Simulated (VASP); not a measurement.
Crystal: Si2Mo.

```
Mo Si
1.0
     4.58547    0.00000    0.00000
    -2.29274    3.97113    0.00000
     0.00000    0.00000    6.57976
Mo Si
3 6
Cartesian
  1.1464 1.9856 5.4831
  -1.1464 1.9856 1.0966
  2.2927 0.0000 3.2899
  0.0000 1.3015 3.2899
  1.1656 3.3204 1.0966
  3.4583 0.6508 5.4831
  2.2927 2.6696 3.2899
  1.1272 0.6508 1.0966
  -1.1656 3.3204 5.4831
```

```yaml
Program: VASP 6.6.1
Task: relaxation of cell and atoms
Functional: PBE
Dispersion: D3(BJ)
Potentials_or_basis: VASP PAW PBE potentials, release 64 (Mo_sv, Si)
Cutoff: 600 eV
k_mesh: 7 × 7 × 4
Occupations: fermi-dirac, width 0.05 eV
Spin: no spin polarisation
```

At the start: pressure -3.6 GPa; volume 13.31 Å³/atom.

**Question.** Where does the relaxation end?

**Answer.** Over 3 steps the energy falls by 2.5 meV/atom and the volume is 13.10 Å³/atom (-1.6 %); space group P6_222 (No. 180, to 0.05 Å).

Step by step:
```
step  energy change (eV)  largest force (eV/Å)  pressure (GPa)  volume (Å³)
   1              0.0000                0.0067           -3.58       119.81
   2              0.0383                0.0168            6.40       114.74
   3             -0.0224                0.0021           -0.03       117.86
```

Final structure:
```
Mo Si
1.0
     4.56091    0.00000    0.00000
    -2.28046    3.94987    0.00000
     0.00000    0.00000    6.54229
Mo Si
3 6
Direct
  0.50000 0.50000 0.83333
  0.00000 0.50000 0.16667
  0.50000 0.00000 0.50000
  0.16389 0.32778 0.50000
  0.67222 0.83611 0.16667
  0.83611 0.16389 0.83333
  0.83611 0.67222 0.50000
  0.32778 0.16389 0.16667
  0.16389 0.83611 0.83333
```
